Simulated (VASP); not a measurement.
# MgB2 (P6/mmm) in VASP: a series of runs, part 3 of 3

VASP 6.6.1. The steps go on from the part before.

## 7. Single point, PBEsol (strain -0.040 along x and y, +0.000 along z)

Contents of INCAR:

```
  PREC = Accurate
  ENCUT = 520
  EDIFF = 1E-7
  ISMEAR = 0
  SIGMA = 0.15
  LREAL = False
  LASPH = True
  NELM = 60
  ALGO = Normal
  ISIF = 2
  LWAVE = False
  LCHARG = True
  GGA = PS
  LELF = True
  LVHAR = True
  NBANDS = 11
```

Contents of KPOINTS:

```
Automatic mesh
0
Gamma
  18 18 14
```

Contents of POSCAR:

```
MgB2
1.0
    2.9392233386      0.0000000000      0.0000000000
   -1.4696116693      2.5454420786      0.0000000000
    0.0000000000      0.0000000000      3.5044564168
Mg B
1 2
Direct
    0.0000000000      0.0000000000      0.0000000000
    0.3333333333      0.6666666667      0.5000000000
    0.6666666667      0.3333333333      0.5000000000
```

Potentials or basis: VASP PAW PBE potentials, release 64 (Mg, B).

Command:

```console
$ cat potpaw_PBE.64/Mg/POTCAR potpaw_PBE.64/B/POTCAR > POTCAR
$ mpirun -np 1 vasp_std > vasp.out
```

OUTCAR:

```text
PREC = Accurate
   ENCUT = 520
   EDIFF = 1E-7
   ISMEAR = 0
   LREAL = False
   LASPH = True
   NELM = 60
   ISIF = 2
   GGA = PS

 ion  position               nearest neighbor table
   1  0.000  0.000  0.000-   2 2.44   3 2.44   2 2.44   3 2.44   2 2.44   2 2.44   3 2.44   3 2.44
                             3 2.44   3 2.44   2 2.44   2 2.44
   2  0.333  0.667  0.500-   3 1.70   3 1.70   3 1.70   1 2.44   1 2.44   1 2.44   1 2.44   1 2.44
                             1 2.44
   3  0.667  0.333  0.500-   2 1.70   2 1.70   2 1.70   1 2.44   1 2.44   1 2.44   1 2.44   1 2.44
                             1 2.44

  LATTYP: Found a hexagonal cell.
 ALAT       =     2.9392233386
 C/A-ratio  =     1.1923069509

  Lattice vectors:

 A1 = (   2.9392233386,   0.0000000000,   0.0000000000)
 A2 = (  -1.4696116693,   2.5454420786,   0.0000000000)
 A3 = (   0.0000000000,   0.0000000000,   3.5044564168)

Analysis of symmetry for initial positions (statically):
=====================================================================
 Subroutine PRICEL returns:
 Original cell was already a primitive cell.

 Routine SETGRP: Setting up the symmetry group for a
 hexagonal supercell.

 Subroutine GETGRP returns: Found 24 space group operations
 (whereof 24 operations were pure point group operations)
 out of a pool of 24 trial point group operations.

The static configuration has the point symmetry D_6h.

Analysis of symmetry for dynamics (positions and initial velocities):
=====================================================================
 Subroutine PRICEL returns:
 Original cell was already a primitive cell.

 Routine SETGRP: Setting up the symmetry group for a
 hexagonal supercell.

 Subroutine GETGRP returns: Found 24 space group operations
 (whereof 24 operations were pure point group operations)
 out of a pool of 24 trial point group operations.

The dynamic configuration has the point symmetry D_6h.

 Subroutine INISYM returns: Found 24 space group operations
 (whereof 24 operations are pure point group operations),
 and found     1 'primitive' translations

----------------------------------------------------------------------------------------

                                     Primitive cell

  volume of cell :      26.2190

  direct lattice vectors                    reciprocal lattice vectors
     2.939223339  0.000000000  0.000000000     0.340225932  0.196429533  0.000000000
    -1.469611669  2.545442079  0.000000000     0.000000000  0.392859067  0.000000000
     0.000000000  0.000000000  3.504456417     0.000000000  0.000000000  0.285350959

  length of vectors
     2.939223339  2.939223339  3.504456417     0.392859067  0.392859067  0.285350959

  position of ions in fractional coordinates (direct lattice)
     0.000000000  0.000000000  0.000000000
     0.333333333  0.666666667  0.500000000
     0.666666667  0.333333333  0.500000000

  ion indices of the primitive-cell ions
   primitive index   ion index
                 1           1
                 2           2
                 3           3

----------------------------------------------------------------------------------------

 KPOINTS: Automatic mesh

Automatic generation of k-mesh.
 Grid dimensions read from file:
 generate k-points for:   18   18   14

 Generating k-lattice:

[... 23 lines left out ...]
  0.277778  0.000000  0.000000      6.000000
[... 16 lines left out ...]
  0.333333  0.111111  0.000000     12.000000
  0.388889  0.111111  0.000000     12.000000
 [... further k-points ...]
   k-points           NKPTS =    296   k-points in BZ     NKDIM =    296   number of bands    NBANDS=     11
   number of dos      NEDOS =    301   number of ions     NIONS =      3
   total plane-waves  NPLWV =  16128
   dimension x,y,z NGX =    24 NGY =   24 NGZ =   28
   dimension x,y,z NGXF=    48 NGYF=   48 NGZF=   56
   ions per type =               1   2
   NGX,Y,Z   is equivalent  to a cutoff of  13.57, 13.57, 13.28 a.u.
   NGXF,Y,Z  is equivalent  to a cutoff of  27.15, 27.15, 26.57 a.u.
 SYSTEM =  unknown system
   PREC   = accura    normal or accurate (medium, high low for compatibility)
   ISTART =      0    job   : 0-new  1-cont  2-samecut
   ICHARG =      2    charge: 1-file 2-atom 10-const
   ISPIN  =      1    spin polarized calculation?
   LNONCOLLINEAR =      F non collinear calculations
   LSORBIT =      F    spin-orbit coupling
   LASPH  =      T    aspherical Exc in radial PAW
   ENCUT  =  520.0 eV  38.22 Ry    6.18 a.u.   5.47  5.47  6.52*2*pi/ulx,y,z
   NELM   =     60;   NELMIN=  2; NELMDL= -5     # of ELM steps
   EDIFF  = 0.1E-06   stopping-criterion for ELM
   LREAL  =      F    real-space projection
   EDIFFG = 0.1E-05   stopping-criterion for IOM
   NSW    =      0    number of steps for IOM
   IBRION =     -1    ionic relax: 0-MD 1-quasi-New 2-CG
   NFREE  =      0    steps in history (QN), initial steepest desc. (CG)
   ISIF   =      2    stress and relaxation
   ISYM   =      2    0-nonsym 1-usesym 2-fastsym
   POTIM  = 0.5000    time-step for ionic-motion
   TEBEG  =    0.0;   TEEND  =   0.0 temperature during run
   PSTRESS=    0.0 pullay stress
   NELECT =       8.0000    total number of electrons
   NUPDOWN=      -1.0000    fix difference up-down
   EMIN   =  10.00;   EMAX   =-10.00  energy-range for DOS
   EFERMI =   0.00;   METHOD = LEGACY
   ISMEAR =     0;   SIGMA  =   0.15  broadening in eV -4-tet -1-fermi 0-gaus
   EFERMI_NEDOS =   21; number of points for ismear=-14 and -15
   IALGO  =     38    algorithm
   IMIX   =      4    mixing-type and parameters
     AMIX     =   0.40;   BMIX     =  1.00
     AMIX_MAG =   1.60;   BMIX_MAG =  1.00
  volume/ion in A,a.u.               =       8.74        58.98
  Fermi-wavevector in a.u.,A,eV,Ry     =   1.102130  2.082723 16.526856  1.214690
  Thomas-Fermi vector in A             =   2.238568
   LORBIT       =      0    0 simple, 1 ext, 2 COOP (PROOUT), +10 PAW based schemes
   GGA     = PS    functional components
   LHFCALC =     F    Hartree Fock is set to
   AEXX    =    0.0000 exact exchange contribution
   IVDW    =     0    specifies the selected vdW correction
   LEPSILON=     F    determine dielectric tensor
   LRPA    =     F    only Hartree local field effects (RPA)
 non-spin polarized calculation
 Gauss-broadening in eV      SIGMA  =   0.15
  energy-cutoff  :      520.00
  volume of cell :       26.22
 maximum number of plane-waves:       733
 NGX is ok and might be reduce to    24
   NGX = 11   NGY = 11   NGZ = 13

 number of electron       8.0000000 magnetization

 Free energy of the ion-electron system (eV)
  ---------------------------------------------------
  ext. energy  EPLUGINS =         0.00000000
  ---------------------------------------------------
  free energy    TOTEN  =       -16.06416018 eV

  energy without entropy =      -16.05660193  energy(sigma->0) =      -16.06038105

 E-fermi :   5.9768     XC(G=0): -11.3874

 val. band max:        5.9747907424   @ k =   0.1111   0.0000   0.4286
 cond. band min:       5.9871625819   @ k =   0.1111   0.0556   0.4286
 fundamental gap:      0.0123718395
 Fermi energy:         5.9768140180

 k-point     1 :       0.0000    0.0000    0.0000
  band No.  band energies     occupation
      1      -7.0949      2.00000
      2       2.3451      2.00000
      3       6.6478      0.00000
      4       6.6478      0.00000
      5       7.1169      0.00000
      6      13.1687      0.00000
      7      13.1687      0.00000
      8      15.9492      0.00000
      9      17.1265      0.00000
     10      20.2360      0.00000
     11      22.8509      0.00000
[... 309 lines left out ...]
 k-point    24 :       0.3889    0.1111    0.0000
  band No.  band energies     occupation
      1      -3.3106      2.00000
      2      -1.3016      2.00000
      3       2.9307      2.00000
      4       5.7698      1.94909
      5       9.3285      0.00000
      6      10.5702      0.00000
      7      11.7831      0.00000
      8      14.2717      0.00000
      9      17.3674      0.00000
     10      19.7615      0.00000
     11      21.8213      0.00000

 [... further k-points ...]
[... 5 lines left out ...]
  --------------------------------------------------------------------------------------
  -------------------------------------------------------------------------------------
  Total        4.0021348      4.0021348      0.3858683     -0.0000000     -0.0000000      0.0000000
  in kB      244.5602270    244.5602270     23.5794283     -0.0000000     -0.0000000      0.0000000
  external PRESSURE =     170.8999607 kB  Pullay stress =       0.0000000 kB

 VOLUME and BASIS-vectors are now :
 -----------------------------------------------------------------------------
  energy-cutoff  :      520.00
  volume of cell :       26.22
      direct lattice vectors                 reciprocal lattice vectors
     2.939223339  0.000000000  0.000000000     0.340225932  0.196429533  0.000000000
    -1.469611669  2.545442079  0.000000000     0.000000000  0.392859067  0.000000000
     0.000000000  0.000000000  3.504456417     0.000000000  0.000000000  0.285350959

 POSITION                                       TOTAL-FORCE (eV/Angst)
 -----------------------------------------------------------------------------------
      0.00000      0.00000      0.00000        -0.000000      0.000000      0.000000
     -0.00000      1.69696      1.75223        -0.000000      0.000000      0.000000
      1.46961      0.84848      1.75223         0.000000     -0.000000      0.000000
 -----------------------------------------------------------------------------------
    total drift:                                0.000000     -0.000000      0.000000

  FREE ENERGIE OF THE ION-ELECTRON SYSTEM (eV)
  ---------------------------------------------------
  free  energy   TOTEN  =       -16.0641601813 eV

  energy  without entropy=      -16.0566019260  energy(sigma->0) =      -16.06038105
```

stdout:

```text
POSCAR found type information on POSCAR MgB
 POSCAR found :  2 types and       3 ions
 scaLAPACK will be used
 -----------------------------------------------------------------------------
|                                                                             |
|                                                                             |
|     You enforced a specific xc type in the INCAR file but a different       |
|     I HOPE YOU KNOW WHAT YOU ARE DOING!                                     |
|                                                                             |
 -----------------------------------------------------------------------------

 LDA part: xc-table for (Slater+PW92), standard interpolation
 POSCAR, INCAR and KPOINTS ok, starting setup
 FFT: planning ... GRIDC
 FFT: planning ... GRID_SOFT
 FFT: planning ... GRID
 WAVECAR not read
 entering main loop
```

It took 2.3 min on 1 thread of AMD EPYC 7R43 (Zen 3), shared host; peak memory 0.18 GiB.

What came out:

| Property | Result |
| --- | --- |
| Free energy | -16.0642 eV |
| Pressure | 17.1 GPa |
| Band gap on the k mesh | zero (band 4 reaches 7.64 eV, above the bottom of band 5 at 3.85 eV) |

Stress tensor (GPa, compression positive):
```
24.46  0.00  0.00
 0.00 24.46  0.00
 0.00  0.00  2.36
```

Caveat: the cell differs from its parent crystal (strain -0.040 along x and y, +0.000 along z); the PAW data sets were made with another functional, which shifts forces and pressure a little.

## 8. The runs side by side

| cell | gap on the mesh (eV) | pressure (GPa) |
| --- | --- | --- |
| a = 2.817, b = 2.817, c = 3.504 Å, angles 90.0, 90.0, 120.0°, 3 atoms | none | 41.1 |
| a = 2.939, b = 2.939, c = 3.224 Å, angles 90.0, 90.0, 120.0°, 3 atoms | none | 32.7 |
| a = 2.817, b = 2.817, c = 3.645 Å, angles 90.0, 90.0, 120.0°, 3 atoms | none | 33.8 |
| a = 2.939, b = 2.939, c = 3.364 Å, angles 90.0, 90.0, 120.0°, 3 atoms | none | 24.1 |
| a = 2.817, b = 2.817, c = 3.785 Å, angles 90.0, 90.0, 120.0°, 3 atoms | none | 28.3 |
| a = 2.939, b = 2.939, c = 3.504 Å, angles 90.0, 90.0, 120.0°, 3 atoms | none | 17.1 |

Alike in all rows: task single point; level PBEsol; potentials or basis VASP PAW PBE potentials, release 64 (Mg, B); no spin polarisation; k mesh 18 × 18 × 14; cutoff (eV) 520; smearing gaussian 0.15 eV.

Caveats: the PAW data sets were made with another functional, which shifts forces and pressure a little.

Total energies depend on the potentials used, so only differences within one code and one set of settings carry meaning.
